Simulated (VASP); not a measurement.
Wanted: the native input for a VASP 6.6.1 run.

```yaml
Task: single point
Functional: PBEsol
Dispersion: D3(BJ)
Potentials_or_basis: VASP PAW PBE potentials, release 64 (C)
Cutoff: 520 eV
k_mesh: 16 × 16 × 16
Occupations: gaussian, width 0.03 eV
Spin: no spin polarisation
Dipole_correction: no
Further_INCAR_settings: ALGO = Normal; EDIFF = 1e-06; NBANDS = 11
```

The structure of C lies in POSCAR:

```
C
1.0
    0.0000000000      2.1832941913      3.4107750586
    1.2613597963      0.0000000000      3.4107750586
    1.2613597963      2.1832941913      0.0000000000
C
2
Direct
    0.1432103113      0.8567896887      0.1432103113
    0.8567896887      0.1432103113      0.8567896887
```

This cell differs from its parent crystal: atoms shifted along a free coordinate.

The input as run:

INCAR

```
  PREC = Accurate
  ENCUT = 520
  EDIFF = 1E-6
  ISMEAR = 0
  SIGMA = 0.03
  LREAL = False
  LASPH = True
  NELM = 80
  ALGO = Normal
  ISIF = 2
  LWAVE = False
  LCHARG = False
  GGA = PS
  IVDW = 12
  NBANDS = 11
```

KPOINTS

```
regular mesh
0
Gamma
  16 16 16
```

Potentials or basis: VASP PAW PBE potentials, release 64 (C).

The run is started by

```console
$ cat potpaw_PBE.64/C/POTCAR > POTCAR
$ mpirun -np 1 vasp_std > vasp.out
```

Results of the run:

The pressure is 0.6 GPa and the largest force is 11.641 eV/Å. The band gap on the k mesh is zero (bands 4 and 5 overlap by 1.20 eV) and the dispersion energy per atom is -0.107 eV.

Caveat: the cell differs from its parent crystal (atoms shifted along a free coordinate); the PAW data sets were made with another functional, which shifts forces and pressure a little.

Wall time 2.4 min on 1 thread of Intel(R) Xeon(R) Platinum 8259CL CPU @ 2.50GHz (Skylake/Cascade Lake), with other jobs on the host, peak memory 0.23 GiB.
